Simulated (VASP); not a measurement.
Here is a VASP 6.6.1 calculation.

POSCAR

```
NaH
1.0
    0.0000000000      2.3975116427      2.3975116427
    2.3975116427      0.0000000000      2.3975116427
    2.3975116427      2.3975116427      0.0000000000
Na H
1 1
Direct
    0.0000000000      0.0000000000      0.0000000000
    0.5000000000      0.5000000000      0.5000000000
```

INCAR.step1

```
SYSTEM = NaH
PREC     = Accurate       ! precision mode
ENCUT    = 520            ! plane-wave cutoff, eV
EDIFF    = 1E-5           ! SCF threshold, eV
ISMEAR   = 0              ! smearing method
SIGMA    = 0.01           ! smearing width, eV
LREAL    = .FALSE.        ! projectors in reciprocal space
LASPH    = .TRUE.         ! aspherical terms in the spheres
NELM     = 100            ! most SCF steps
ALGO     = Normal         ! electronic algorithm
ISIF     = 2              ! what is computed and relaxed
LWAVE    = .TRUE.         ! write WAVECAR
LCHARG   = .FALSE.        ! write CHGCAR
GGA      = PE             ! functional
NBANDS   = 11             ! bands
```

Contents of INCAR.step2:

```
SYSTEM = NaH
PREC     = Accurate       ! precision mode
ENCUT    = 520            ! plane-wave cutoff, eV
EDIFF    = 1E-6           ! SCF threshold, eV
ISMEAR   = 0              ! smearing method
SIGMA    = 0.01           ! smearing width, eV
LREAL    = .FALSE.        ! projectors in reciprocal space
LASPH    = .TRUE.         ! aspherical terms in the spheres
NELM     = 100            ! most SCF steps
ALGO     = Normal         ! electronic algorithm
ISIF     = 2              ! what is computed and relaxed
LWAVE    = .FALSE.        ! write WAVECAR
LCHARG   = .FALSE.        ! write CHGCAR
GGA      = PE             ! functional
LHFCALC  = .TRUE.         ! exact exchange
AEXX     = 0.3            ! exact-exchange fraction
HFSCREEN = 0.5            ! screening, 1/A
PRECFOCK = Normal       
ISTART   = 1            
NBANDS   = 11             ! bands
```

The input KPOINTS:

```
regular mesh
0
G
  4 4 4
  0 0 0
```

Potentials or basis: VASP PAW PBE potentials, release 64 (Na_pv, H).

Run with:

```bash
$ cat potpaw_PBE.64/Na_pv/POTCAR potpaw_PBE.64/H/POTCAR > POTCAR
$ cp INCAR.step1 INCAR
$ mpirun -np 1 vasp_std > vasp.out
$ cp INCAR.step2 INCAR
$ mpirun -np 1 vasp_std > vasp.out
```

Problem. Predict the band gap on the k mesh.

Solution. 4.40 eV (least direct gap 5.30 eV).

Problem. Estimate the pressure.

Solution. 0.2 GPa.

Caveat: the k points lie up to 0.57 Å⁻¹ apart; the PAW data sets were made with another functional, which shifts forces and pressure a little. A k mesh can miss the band edges.
